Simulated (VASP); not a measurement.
# Ca (P6/mmm) in VASP: a series of runs, part 3 of 3

VASP 6.6.1. The steps go on from the part before.

### 6 Relaxation of cell and atoms, LDA

This run uses another cell than the first one, of 43.63 Å³/atom.

File INCAR:

```
ALGO = Normal
EDIFF = 1E-6
EDIFFG = -0.01
ENCUT = 600
GGA = CA
IBRION = 2
ISIF = 3
ISMEAR = -1
LASPH = True
LCHARG = False
LREAL = False
LWAVE = False
NELM = 80
NSW = 80
PREC = Accurate
SIGMA = 0.1
```

File KPOINTS:

```
k-points
0
Gamma
  6 6 8
```

File POSCAR:

```
Ca
1.0
    6.2706255792      0.0000000000      0.0000000000
   -3.1353127896      5.4305210492      0.0000000000
    0.0000000000      0.0000000000      3.8438934801
Ca
3
Direct
    0.0000000000      0.0000000000      0.0000000000
    0.3333333333      0.6666666667      0.5000000000
    0.6666666667      0.3333333333      0.5000000000
```

Potentials or basis: VASP PAW LDA potentials, release 64 (Ca_sv).

Launch:

```console
$ cat potpaw_LDA.64/Ca_sv/POTCAR > POTCAR
$ mpirun -np 1 vasp_std > vasp.out
```

OUTCAR:

```text
EDIFF = 1E-6
   EDIFFG = -0.01
   ENCUT = 600
   GGA = CA
   IBRION = 2
   ISIF = 3
   ISMEAR = -1
   LASPH = True
   LREAL = False
   NELM = 80
   NSW = 80
   PREC = Accurate

 ion  position               nearest neighbor table
   1  0.000  0.000  0.000-
   2  0.333  0.667  0.500-
   3  0.667  0.333  0.500-

  LATTYP: Found a hexagonal cell.
 ALAT       =     6.2706255792
 C/A-ratio  =     0.6130000000

  Lattice vectors:

 A1 = (   6.2706255792,   0.0000000000,   0.0000000000)
 A2 = (  -3.1353127896,   5.4305210492,   0.0000000000)
 A3 = (   0.0000000000,   0.0000000000,   3.8438934801)

Analysis of symmetry for initial positions (statically):
=====================================================================
 Subroutine PRICEL returns:
 Original cell was already a primitive cell.

 Routine SETGRP: Setting up the symmetry group for a
 hexagonal supercell.

 Subroutine GETGRP returns: Found 24 space group operations
 (whereof 24 operations were pure point group operations)
 out of a pool of 24 trial point group operations.

The static configuration has the point symmetry D_6h.
[... 168 lines left out ...]
  Direction    XX          YY          ZZ          XY          YZ          ZX
  --------------------------------------------------------------------------------------
  -------------------------------------------------------------------------------------
  Total       -1.3823153     -1.3823153     -1.8576396      0.0000000     -0.0000000      0.0000000
  in kB      -16.9197512    -16.9197512    -22.7377934      0.0000000     -0.0000000      0.0000000
  external PRESSURE =     -18.8590986 kB  Pullay stress =       0.0000000 kB
[... 172 lines left out ...]
--------------------------------------- Ionic step        6  -------------------------------------------

 number of electron      29.9999998 magnetization

 Free energy of the ion-electron system (eV)
  ---------------------------------------------------
  ext. energy  EPLUGINS =         0.00000000
  ---------------------------------------------------
  free energy    TOTEN  =        -6.52542539 eV

  energy without entropy =       -6.36567098  energy(sigma->0) =       -6.44554818

 E-fermi :   2.1762     XC(G=0):  -8.2638

 val. band max:        2.1656206062   @ k =   0.3333   0.0000   0.5000
 cond. band min:       2.1954096337   @ k =   0.1667   0.0000   0.3750
 fundamental gap:      0.0297890275
 Fermi energy:         2.1762359939

 k-point     1 :       0.0000    0.0000    0.0000
  band No.  band energies     occupation
      1     -39.2171      2.00000
      2     -39.1855      2.00000
      3     -39.1405      2.00000
      4     -20.5911      2.00000
      5     -20.5911      2.00000
      6     -20.4839      2.00000
[... 505 lines left out ...]
      6     -20.5612      2.00000
[... 11 lines left out ...]
     18       2.8240      0.00307
     19       3.4718      0.00000

 [... further k-points ...]

------------------------ aborting loop because EDIFF is reached ----------------------------------------

  FORCE on cell =-STRESS in cart. coord.  units (eV):
  Direction    XX          YY          ZZ          XY          YZ          ZX
  --------------------------------------------------------------------------------------
  -------------------------------------------------------------------------------------
  Total        0.0254780      0.0254780     -0.0214833      0.0000000      0.0000000     -0.0000000
  in kB        0.3535773      0.3535773     -0.2981406      0.0000000      0.0000000     -0.0000000
  external PRESSURE =       0.1363380 kB  Pullay stress =       0.0000000 kB
[... 18 lines left out ...]
  FREE ENERGIE OF THE ION-ELECTRON SYSTEM (eV)
  ---------------------------------------------------
  free  energy   TOTEN  =        -6.5254253892 eV

  energy  without entropy=       -6.3656709784  energy(sigma->0) =       -6.44554818

 reached required accuracy - stopping structural energy minimisation
```

OSZICAR:

```text
N       E                     dE             d eps       ncg     rms          rms(c)
DAV:   1     0.292597053841E+03    0.29260E+03   -0.15569E+04  1330   0.158E+03
DAV:   2     0.990946271712E+01   -0.28269E+03   -0.28025E+03  1345   0.425E+02
[... 50 lines left out ...]
   5 F= -.65249193E+01 E0= -.64449496E+01  d E =-.118840E-02
       N       E                     dE             d eps       ncg     rms          rms(c)
DAV:   1    -0.652916952736E+01   -0.42498E-02   -0.24175E-01  1336   0.443E+00    0.340E-01
DAV:   2    -0.652660987119E+01    0.25597E-02   -0.35873E-03  1584   0.586E-01    0.196E-01
DAV:   3    -0.652542229642E+01    0.11876E-02   -0.19492E-03  1699   0.396E-01    0.140E-02
DAV:   4    -0.652542570901E+01   -0.34126E-05   -0.77783E-05  1685   0.898E-02    0.928E-03
DAV:   5    -0.652542538915E+01    0.31986E-06   -0.53903E-06  1710   0.217E-02
   6 F= -.65254254E+01 E0= -.64455482E+01  d E =-.169451E-02
```

Wall time 5.2 min (1 thread of Intel Xeon Platinum 8259CL at 2.50GHz (Skylake/Cascade Lake), shared host); peak memory 0.28 GiB.

Results:

```yaml
Free_energy: -6.5254 eV
Relaxed_volume: 38.48 Å³/atom
Relaxed_cell: a = 6.065 Å, b = 6.065 Å, c = 3.624 Å, α = 90.00°, β = 90.00°, γ = 120.00°
Space_group_after_relaxing_to_0.1_Å: P6/mmm (No. 191)
Energy_gained_by_relaxing: 34.3 meV/atom
Ionic_steps: 6
Pressure_after_relaxing: 0.0 GPa
Band_gap_on_the_k_mesh: zero (bands 15 and 16 overlap by 0.25 eV)
```

Step by step:
```csv
step,energy change (eV),largest force (eV/Å),pressure (GPa),volume (Å³)
1,0.0000,0.0000,-1.89,130.90
2,-0.0844,0.0000,-0.83,121.40
3,-0.1010,0.0000,-0.07,116.03
4,-0.1013,0.0000,0.03,115.38
5,-0.1024,0.0000,0.03,115.42
6,-0.1029,0.0000,0.01,115.45
```

Final structure:
```cif
data_structure
_symmetry_space_group_name_H-M 'P 1'
_symmetry_Int_Tables_number 1
_cell_length_a 6.0654
_cell_length_b 6.0654
_cell_length_c 3.6236
_cell_angle_alpha 90.000
_cell_angle_beta 90.000
_cell_angle_gamma 120.000
_cell_volume 115.45
loop_
_atom_site_label
_atom_site_type_symbol
_atom_site_fract_x
_atom_site_fract_y
_atom_site_fract_z
_atom_site_occupancy
Ca1 Ca 0.00000 0.00000 0.00000 1
Ca2 Ca 0.33333 0.66667 0.50000 1
Ca3 Ca 0.66667 0.33333 0.50000 1
```

### 7 Summary

| task | cell | k mesh | cutoff (eV) | gap on the mesh (eV) | pressure (GPa) |
| --- | --- | --- | --- | --- | --- |
| single point | a = 6.147, b = 6.147, c = 3.666 Å, angles 90.0, 90.0, 120.0°, 3 atoms | 7 × 7 × 10 | 520 | none | -0.7 |
| single point | a = 6.225, b = 6.225, c = 3.713 Å, angles 90.0, 90.0, 120.0°, 3 atoms | 7 × 7 × 10 | 520 | none | -1.3 |
| single point | a = 6.301, b = 6.301, c = 3.758 Å, angles 90.0, 90.0, 120.0°, 3 atoms | 7 × 7 × 10 | 520 | none | -1.8 |
| single point | a = 6.067, b = 6.067, c = 3.619 Å, angles 90.0, 90.0, 120.0°, 3 atoms | 8 × 8 × 12 | 520 | none | 0.0 |
| relaxation of cell and atoms | relaxed from a = 6.271, b = 6.271, c = 3.844 Å, angles 90.0, 90.0, 120.0°, 3 atoms | 6 × 6 × 8 | 600 | none | 0.0 |

Alike in all rows: level LDA; potentials or basis VASP PAW LDA potentials, release 64 (Ca_sv); no spin polarisation; smearing fermi-dirac 0.1 eV.

Total energies depend on the potentials used, so only differences within one code and one set of settings carry meaning.
